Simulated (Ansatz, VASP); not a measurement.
B2P in VASP and in Ansatz

INCAR

```
SYSTEM = B2P
  PREC = Accurate
  ENCUT = 520
  EDIFF = 1E-7
  ISMEAR = 0
  SIGMA = 0.1
  LREAL = .FALSE.
  LASPH = .TRUE.
  NELM = 100
  ALGO = Normal
  ISIF = 2
  LWAVE = .FALSE.
  LCHARG = .TRUE.
  GGA = PE
  LELF = .TRUE.
  LVHAR = .TRUE.
  NBANDS = 34
```

KPOINTS

```
Automatic mesh
0
G
  6 6 6
  0 0 0
```

POSCAR

```
B2P
1.0
   -2.1168688100      2.1168688100      5.7736498100
    2.1168688100     -2.1168688100      5.7736498100
    2.1168688100      2.1168688100     -5.7736498100
B P
8 4
Direct
    0.7871120400      0.7871120400      0.5742240800
    0.2128879600      0.2128879600      0.4257759200
    0.5371120400      0.4628879600      0.5000000000
    0.9628879600      0.0371120400      0.5000000000
    0.9628879600      0.4628879600      0.9257759200
    0.5371120400      0.0371120400      0.0742240800
    0.2128879600      0.7871120400      0.0000000000
    0.7871120400      0.2128879600      0.0000000000
    0.3750000000      0.6250000000      0.7500000000
    0.8750000000      0.6250000000      0.2500000000
    0.3750000000      0.1250000000      0.7500000000
    0.3750000000      0.6250000000      0.2500000000
```

Input for Ansatz:

```yaml
crystal:
  lattice:
    - [-2.11686881, 2.11686881, 5.77364981]
    - [2.11686881, -2.11686881, 5.77364981]
    - [2.11686881, 2.11686881, -5.77364981]
  atoms:
    - { symbol: B, position: [0.78711204, 0.78711204, 0.57422408] }
    - { symbol: B, position: [0.21288796, 0.21288796, 0.42577592] }
    - { symbol: B, position: [0.53711204, 0.46288796, 0.5] }
    - { symbol: B, position: [0.96288796, 0.03711204, 0.5] }
    - { symbol: B, position: [0.96288796, 0.46288796, 0.92577592] }
    - { symbol: B, position: [0.53711204, 0.03711204, 0.07422408] }
    - { symbol: B, position: [0.21288796, 0.78711204, 0.0] }
    - { symbol: B, position: [0.78711204, 0.21288796, 0.0] }
    - { symbol: P, position: [0.375, 0.625, 0.75] }
    - { symbol: P, position: [0.875, 0.625, 0.25] }
    - { symbol: P, position: [0.375, 0.125, 0.75] }
    - { symbol: P, position: [0.375, 0.625, 0.25] }
basis:
  ecutwfc: 420
kpoints:
  mp_grid: { grid: [6, 6, 6] }
hamiltonian:
  xc: pbe
scf:
  occupations: { method: gaussian, width: 0.1 }
  lower_state_search: "off"
output:
  forces: true
  stress: true
  eigenvalues: true
```

Alike in both runs: task single point; functional PBE; k mesh 6 × 6 × 6; occupations gaussian, width 0.1 eV; no spin polarisation.

|  | VASP | Ansatz |
| --- | --- | --- |
| version | VASP 6.6.1 | Ansatz 0.2.0 |
| potentials or method | VASP PAW PBE potentials, release 64 (B, P), cutoff 520 eV | scalar-relativistic, plane waves, PAW |
| valence electrons in the cell | 44 | 44 |

Ansatz gave:

| Quantity | Value |
| --- | --- |
| gap on the k mesh at the Fermi level (eV) | none |
| rms of the force components (eV/Å) | 1.180 |

**Question.** Estimate VASP's values.

**Answer.** gap on the k mesh at the Fermi level (eV): none; rms of the force components (eV/Å): 1.169.

Atom by atom the forces differ by 0.010 eV/Å (rms over components). A gap of «none» marks a metal or a gap that the smearing closes. With one functional, cell and mesh, what is left measures potentials, basis and numerics.
